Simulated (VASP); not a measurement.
Sn4Se3S, 8 atoms in the cell. The typed cell holds 8 atoms: a = 6.082 Å, b = 6.082 Å, c = 7.445 Å, α = 114.29°, β = 112.74°, γ = 91.36°. 

| Property | Result |
| --- | --- |
| Program | VASP 6.6.1 |
| Task | single point |
| Functional | PBE |
| Potentials or basis | VASP PAW PBE potentials, release 64 (Sn_d, Se, S) |
| Cutoff | 520 eV |
| k mesh | 4 × 4 × 4 |
| Occupations | gaussian, width 0.2 eV |
| Spin | no spin polarisation |
| Dipole correction | no |
| Further INCAR settings | ALGO = Normal; EDIFF = 1e-06; NBANDS = 50 |

Potentials or basis: VASP PAW PBE potentials, release 64 (Sn_d, Se, S).

The run is started by

```bash
$ cat potpaw_PBE.64/Sn_d/POTCAR potpaw_PBE.64/Se/POTCAR potpaw_PBE.64/S/POTCAR > POTCAR
$ mpirun -np 1 vasp_std > vasp.out
```

Hardware: 1 thread of AMD EPYC 7R13 Processor (Zen 3) (shared host).

Problem. Estimate the wall time of this run.

Solution. Wall time 6.5 min on 1 thread of AMD EPYC 7R13 Processor (Zen 3), with other jobs on the host, peak memory 0.52 GiB. Counts: scf iterations 14, k points 36.
